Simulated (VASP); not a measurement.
Wanted: the native input for a VASP 6.6.1 run.

```yaml
Task: single point
Functional: PBE
Potentials_or_basis: VASP PAW PBE potentials, release 64 (Na_pv, Zn, Cl)
Cutoff: 520 eV
k_mesh: 6 × 6 × 6
Occupations: fermi-dirac, width 0.02 eV
Spin: no spin polarisation
Dipole_correction: no
Further_INCAR_settings: ALGO = Normal; EDIFF = 1e-06; NBANDS = 28
```

The structure of NaZnCl3 lies in POSCAR:

```
NaZnCl3
1.0
    4.8580332447      0.0000000000      0.0000000000
    0.0000000000      4.8580332447      0.0000000000
    0.0000000000      0.0000000000      4.8094529123
Na Zn Cl
1 1 3
Direct
    0.0000000000      0.0000000000      0.0000000000
    0.5000000000      0.5000000000      0.5000000000
    0.5000000000      0.5000000000      0.0000000000
    0.5000000000      0.0000000000      0.5000000000
    0.0000000000      0.5000000000      0.5000000000
```

This cell differs from its parent crystal: uniaxial z strain -1.0%.

One way to write it, as run:

INCAR

```
PREC = Accurate
ENCUT = 520
EDIFF = 1E-6
ISMEAR = -1
SIGMA = 0.02
LREAL = False
LASPH = True
NELM = 80
ALGO = Normal
ISIF = 2
LWAVE = False
LCHARG = False
GGA = PE
NBANDS = 28
```

KPOINTS

```
regular mesh
0
Gamma
  6 6 6
```

Potentials or basis: VASP PAW PBE potentials, release 64 (Na_pv, Zn, Cl).

Launch:

```console
$ cat potpaw_PBE.64/Na_pv/POTCAR potpaw_PBE.64/Zn/POTCAR potpaw_PBE.64/Cl/POTCAR > POTCAR
$ mpirun -np 1 vasp_std > vasp.out
```

Results of the run:

```json
{"Pressure": "1.8 GPa", "Band gap on the k mesh": "1.68 eV (least direct gap 2.31 eV)"}
```

Caveat: the cell differs from its parent crystal (uniaxial z strain -1.0%).

Wall time 42 s on 1 thread of Intel(R) Xeon(R) 6975P-C (Granite Rapids) (shared host), peak memory 0.27 GiB.
